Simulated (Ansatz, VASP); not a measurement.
# Be2Se in VASP and in Ansatz

```
CELL_PARAMETERS angstrom
4.19085 0.00000 0.00000
-2.09542 3.62938 0.00000
0.00000 0.00000 2.78424
ATOMIC_POSITIONS crystal
Be 0.33333 0.66667 0.50000
Be 0.66667 0.33333 0.50000
Se 0.00000 0.00000 0.50000
```

Alike in both runs: functional PBE; k mesh 6 × 6 × 6; occupations gaussian, width 0.1 eV; no spin polarisation.

Ansatz relaxed the structure, and its values are those at the end. VASP's run is a single point on that final structure, the one shown.

|  | VASP | Ansatz |
| --- | --- | --- |
| version | VASP 6.6.1 | Ansatz 0.2.0 |
| potentials or method | VASP PAW PBE potentials, release 64 (Be, Se), cutoff 520 eV | scalar-relativistic, plane waves, PAW |
| valence electrons in the cell | 10 | 20 |

|  | VASP | Ansatz | Ansatz less VASP |
| --- | --- | --- | --- |
| gap on the k mesh at the Fermi level (eV) | none | none | - |
| pressure (GPa) | 0.2 | 0.1 | -0.09 |

A gap of «none» marks a metal or a gap that the smearing closes. VASP's potentials hold 10 valence electrons a cell and Ansatz's 20, so a difference there can come from the potentials and not from the codes.

The k mesh is coarse, so the values compare programs but aren't converged.
